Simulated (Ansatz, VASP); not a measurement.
**ZnTe4Ru2: VASP beside Ansatz**

```
Ru Zn Te
1.0
     0.00000    5.96118    0.00000
     5.96118    0.00000    0.00000
     2.98059    2.98059   -5.67210
Ru Zn Te
2 1 4
Direct
  0.50000 0.50000 0.00000
  0.75000 0.25000 0.50000
  0.00000 0.00000 0.00000
  0.38866 0.40953 0.72644
  0.59047 0.11510 0.27356
  0.88490 0.86403 0.72644
  0.13597 0.61134 0.27356
```

Alike in both runs: functional PBE; k mesh 4 × 4 × 4; occupations gaussian, width 0.05 eV; no spin polarisation.

Ansatz relaxed the structure, and its values are those at the end. VASP's run is a single point on that final structure, the one shown.

|  | VASP | Ansatz |
| --- | --- | --- |
| version | VASP 6.6.1 | Ansatz 0.2.0 |
| potentials or method | VASP PAW PBE potentials, release 64 (Ru_pv, Zn, Te), cutoff 520 eV | PAW plane waves |
| valence electrons in the cell | 64 | 108 |

Ansatz gave:

```
gap on the k mesh at the Fermi level (eV) : none
pressure (GPa)                            : 0.0
rms of the force components (eV/Å)        : 0.003
```

**Question.** What did VASP give for the same quantities?

**Answer.** gap on the k mesh at the Fermi level (eV): none; pressure (GPa): -0.1; rms of the force components (eV/Å): 0.013.

A gap of «none» marks a metal or a gap that the smearing closes. The functional is the same, so the differences come from potentials, cutoffs and numerics. VASP's potentials hold 64 valence electrons a cell and Ansatz's 108, so a difference there can come from the potentials and not from the codes.

Spin-orbit coupling is off throughout.
